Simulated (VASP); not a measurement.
# NaI: vibrations by perturbation theory with LDA

NaI:

```xyz
2
Lattice="0.0000 3.1518 3.1518 3.1518 0.0000 3.1518 3.1518 3.1518 0.0000" Properties=species:S:1:pos:R:3 pbc="T T T"
Na    0.0000    0.0000    0.0000
I     3.1518    3.1518    3.1518
```

```
Program                : VASP 6.6.1
Task                   : vibrations by perturbation theory
Functional             : LDA
Potentials or basis    : VASP PAW LDA potentials, release 64 (Na_pv, I)
Cutoff                 : 520 eV
k mesh                 : 6 × 6 × 6
Occupations            : gaussian, width 0.01 eV
Spin                   : no spin polarisation
Dipole correction      : no
Further INCAR settings : ALGO = Normal; EDIFF = 1e-08; IBRION = 8; NSW = 1
```

```yaml
Highest_phonon_frequency_at_Γ_LO-TO_splitting_left_out: 125 cm⁻¹
```

Phonon frequencies in cm⁻¹ (negative: imaginary):
| q point | frequencies |
| --- | --- |
| (0.000, 0.000, 0.000) | 0 0 0 125 125 125 |

It took 69 s on 1 thread of Intel(R) Xeon(R) Platinum 8259CL CPU @ 2.50GHz (Skylake/Cascade Lake) (shared host), peak memory 0.23 GiB.
